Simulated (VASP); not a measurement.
# CdSe in VASP: further runs, part 2 of 2

VASP 6.6.1. The steps go on from the part before.

### 4 Single point, PBE

This run uses another cell than the first one: it holds 8 atoms, not 4.

The input, INCAR:

```
SYSTEM = CdSe
ALGO = Normal
EDIFF = 1E-6
ENCUT = 520
GGA = PE
ISIF = 2
ISMEAR = 0
LASPH = .True.
LCHARG = .False.
LREAL = .False.
LWAVE = .False.
NBANDS = 46
NELM = 80
PREC = Accurate
SIGMA = 0.2
```

The input, KPOINTS:

```
k-points
0
Gamma
  6 6 2
  0 0 0
```

The input, POSCAR:

```
CdSe
1.0
    4.0634045328      0.0000000000      0.0000000000
   -2.0317022664      3.5190115513      0.0000000000
    0.0000000000      0.0000000000     13.3938309194
Cd Se
4 4
Direct
    1.0000000000      0.0000000000      0.0000000000
    0.0000000000      0.0000000000      0.5000000000
    0.0000000000      0.0000000000      0.2500000000
    0.0000000000      0.0000000000      0.7500000000
    0.3333333333      0.6666666667      0.3750000000
    0.3333333333      0.6666666667      0.8750000000
    0.6666666667      0.3333333333      0.1250000000
    0.6666666667      0.3333333333      0.6250000000
```

The run is started by

```
$ cat potpaw_PBE.64/Cd/POTCAR potpaw_PBE.64/Se/POTCAR > POTCAR
$ mpirun -np 1 vasp_std > vasp.out
```

Wall time 3.3 min (1 thread of Intel Xeon 8259CL, shared host); peak memory 0.33 GiB.

The run converged. Its results:

- Free energy: -20.6012 eV
- Pressure: 0.4 GPa
- Band gap on the k mesh: zero (bands 36 and 37 overlap by 0.04 eV)

Levels at points of the mesh, in eV from the Fermi level:
```tsv
k point	band 33	band 34	band 35	band 36	band 37	band 38	band 39	band 40
(0.00, 0.00, 0.00)	-0.50	-0.50	-0.36	-0.22	-0.22	2.22	2.22	2.66
(0.50, 0.00, 0.00)	-1.51	-1.35	-1.35	-0.23	1.43	1.43	1.86	2.96
(0.00, 0.00, 0.50)	-0.29	-0.29	-0.29	-0.29	1.03	1.03	2.65	2.65
(0.50, 0.00, 0.50)	-1.24	-1.24	-0.61	-0.61	0.97	0.97	2.63	2.63
```

Caveat: semilocal functionals underestimate gaps, so a narrow gap can read as zero.

### 5 Relaxation of cell and atoms, PBE

The input, INCAR:

```
SYSTEM = CdSe
  PREC = Accurate
  ENCUT = 600
  EDIFF = 1E-6
  ISMEAR = 0
  SIGMA = 0.1
  LREAL = .False.
  LASPH = .True.
  NELM = 80
  ALGO = Normal
  ISIF = 3
  LWAVE = .False.
  LCHARG = .False.
  GGA = PE
  IBRION = 2
  NSW = 90
  EDIFFG = -0.04
```

The input, KPOINTS:

```
regular mesh
0
Gamma
  6 6 4
  0 0 0
```

The input, POSCAR:

```
CdSe
1.0
    3.9146797200      0.0000000000      0.0000000000
   -1.9573398600      3.3902120900      0.0000000000
    0.0000000000      0.0000000000      6.4497857000
Cd Se
2 2
Direct
    0.0000000000      0.0000000000      0.0000000000
    0.0000000000      0.0000000000      0.5000000000
    0.3333333300      0.6666666700      0.7500000000
    0.6666666700      0.3333333300      0.2500000000
```

The run is started by

```
$ cat potpaw_PBE.64/Cd/POTCAR potpaw_PBE.64/Se/POTCAR > POTCAR
$ mpirun -np 1 vasp_std > vasp.out
```

Run time: 2 min. Hardware: 1 thread of Intel Xeon 8259CL, shared host; peak memory 0.26 GiB.

It converged, with:

```
Free energy                           : -10.2948 eV
Relaxed volume                        : 24.07 Å³/atom
Relaxed cell                          : a = 4.067 Å, b = 4.067 Å, c = 6.722 Å, α = 90.00°, β = 90.00°, γ = 120.00°
Space group after relaxing (to 0.1 Å) : P6_3/mmc (No. 194)
Energy gained by relaxing             : 69.6 meV/atom
Ionic steps                           : 3
Pressure after relaxing               : 0.0 GPa
Band gap on the k mesh                : zero (bands 18 and 19 overlap by 0.04 eV)
```

Stress tensor (GPa, compression positive):
```
 0.12  0.00  0.00
 0.00  0.12  0.00
 0.00  0.00 -0.12
```

The path:
| step | energy change (eV) | largest force (eV/Å) | pressure (GPa) | volume (Å³) |
| --- | --- | --- | --- | --- |
| 1 | 0.0000 | 0.0000 | 9.30 | 85.60 |
| 2 | -0.2241 | 0.0000 | -2.94 | 101.92 |
| 3 | -0.2785 | 0.0000 | 0.04 | 96.28 |

Final structure:
```xyz
4
Lattice="4.0668 0.0000 0.0000 -2.0334 3.5220 0.0000 0.0000 0.0000 6.7220" Properties=species:S:1:pos:R:3 pbc="T T T"
Cd    0.0000    0.0000    0.0000
Cd    0.0000    0.0000    3.3610
Se    0.0000    2.3480    5.0415
Se    2.0334    1.1740    1.6805
```

Levels at points of the mesh, in eV from the Fermi level:
```csv
k point,band 16,band 17,band 18,band 19,band 20,band 21
"(0.00, 0.00, 0.00)",-0.72,-0.30,-0.13,-0.13,2.76,6.01
"(0.50, 0.00, 0.00)",-2.07,-1.79,-0.15,1.92,3.04,3.17
"(0.00, 0.00, 0.50)",-0.40,-0.40,-0.40,2.29,2.29,6.21
"(0.50, 0.00, 0.50)",-1.42,-1.25,-1.25,1.49,1.49,5.27
```

Caveat: semilocal functionals underestimate gaps, so a narrow gap can read as zero.

### 6 Single point, PBE

This run uses another cell than the first one: it holds 8 atoms, not 4.

The input, INCAR:

```
PREC = Accurate
ENCUT = 520
EDIFF = 1E-7
ISMEAR = 0
SIGMA = 0.2
LREAL = F
LASPH = T
NELM = 80
ALGO = Normal
ISIF = 2
LWAVE = F
LCHARG = F
GGA = PE
NBANDS = 46
```

The input, KPOINTS:

```
Automatic mesh
0
Gamma
  6 6 2
```

The input, POSCAR:

```
CdSe
1.0
    4.0833196229      0.0015840469     -0.0364182510
   -2.0404024421      3.5072659177      0.0175661023
   -0.1170043608     -0.0027501972     13.3892488984
Cd Se
4 4
Direct
    1.0027216829      0.0012490613     -0.0003400988
   -0.0036131554     -0.0027874033      0.4996007202
    0.0083890706      0.0104961579      0.2494788744
   -0.0049977131     -0.0078972556      0.7497314281
    0.3333466153      0.6697410134      0.3752908172
    0.3311841540      0.6624466097      0.8752965018
    0.6727274779      0.3406089189      0.1254309278
    0.6602418677      0.3261428975      0.6255108294
```

Potentials or basis: VASP PAW PBE potentials, release 64 (Cd, Se).

The run is started by

```
$ cat potpaw_PBE.64/Cd/POTCAR potpaw_PBE.64/Se/POTCAR > POTCAR
$ mpirun -np 1 vasp_std > vasp.out
```

Run time: 9.3 min. Hardware: 1 thread of Intel Xeon 8259CL, shared host; peak memory 0.44 GiB.

The run converged. Its results:

| Quantity | Value |
| --- | --- |
| Free energy | -20.5999 eV |
| Pressure | 0.3 GPa |
| Largest force | 0.021 eV/Å |
| Band gap on the k mesh | zero (bands 36 and 37 overlap by 0.03 eV) |

Forces on the atoms (eV/Å):
```
Cd  -0.001  0.000  0.003
Cd  -0.001  0.000  0.011
Cd  -0.005 -0.014  0.014
Cd  -0.004  0.003  0.001
Se   0.009  0.004  0.000
Se   0.003  0.003  0.001
Se  -0.004 -0.005 -0.015
Se   0.004  0.009 -0.016
```

Stress tensor (GPa, compression positive):
```
 0.22 -0.01  0.06
-0.01  0.41  0.00
 0.06  0.00  0.40
```

Levels at points of the mesh, in eV from the Fermi level:
```csv
k point,band 32,band 33,band 34,band 35,band 36,band 37,band 38,band 39,band 40,band 41
"(0.00, 0.00, 0.00)",-0.54,-0.46,-0.46,-0.37,-0.24,-0.20,2.21,2.22,2.65,5.86
"(0.50, 0.00, 0.00)",-1.54,-1.47,-1.34,-1.31,-0.22,1.42,1.43,1.89,2.97,3.11
"(0.00, 0.50, 0.00)",-1.51,-1.50,-1.38,-1.38,-0.27,1.43,1.43,1.83,2.92,3.04
"(0.50, 0.50, 0.00)",-1.54,-1.48,-1.34,-1.32,-0.23,1.42,1.44,1.88,2.97,3.10
"(0.00, 0.00, 0.50)",-0.70,-0.33,-0.30,-0.29,-0.27,1.02,1.03,2.64,2.65,5.88
"(0.50, 0.00, 0.50)",-1.93,-1.28,-1.23,-0.60,-0.60,0.97,1.01,2.62,2.65,4.39
"(0.00, 0.50, 0.50)",-1.98,-1.24,-1.18,-0.65,-0.64,0.92,0.97,2.59,2.63,4.32
"(0.50, 0.50, 0.50)",-1.93,-1.26,-1.23,-0.60,-0.60,0.97,0.99,2.63,2.65,4.39
```

Caveat: semilocal functionals underestimate gaps, so a narrow gap can read as zero.

### 7 Overview

```csv
task,cell,k mesh,cutoff (eV),smearing,gap on the mesh (eV),pressure (GPa)
single point,"a = 3.915, b = 3.915, c = 6.450 Å, angles 90.0, 90.0, 120.0°, 4 atoms, atomic positions A",6 × 6 × 4,520,gaussian 0.1 eV,0.25,9.3
single point,"a = 4.073, b = 4.073, c = 6.704 Å, angles 90.0, 90.0, 120.0°, 4 atoms, atomic positions A",6 × 6 × 4,520,gaussian 0.1 eV,none,0.1
single point,"a = 4.063, b = 4.063, c = 13.394 Å, angles 90.0, 90.0, 120.0°, 8 atoms, atomic positions B",6 × 6 × 2,520,gaussian 0.2 eV,none,0.4
relaxation of cell and atoms,"relaxed from a = 3.915, b = 3.915, c = 6.450 Å, angles 90.0, 90.0, 120.0°, 4 atoms, atomic positions A",6 × 6 × 4,600,gaussian 0.1 eV,none,0.0
single point,"a = 4.083, b = 4.058, c = 13.390 Å, angles 89.5, 91.0, 120.2°, 8 atoms, atomic positions C",6 × 6 × 2,520,gaussian 0.2 eV,none,0.3
```

Alike in all rows: level PBE; potentials or basis VASP PAW PBE potentials, release 64 (Cd, Se); no spin polarisation.

Caveats: semilocal functionals underestimate gaps, so a narrow gap can read as zero (at least some runs); the cell stands under pressure (at least some runs).

Absolute energies hang on the potentials; compare differences alone.
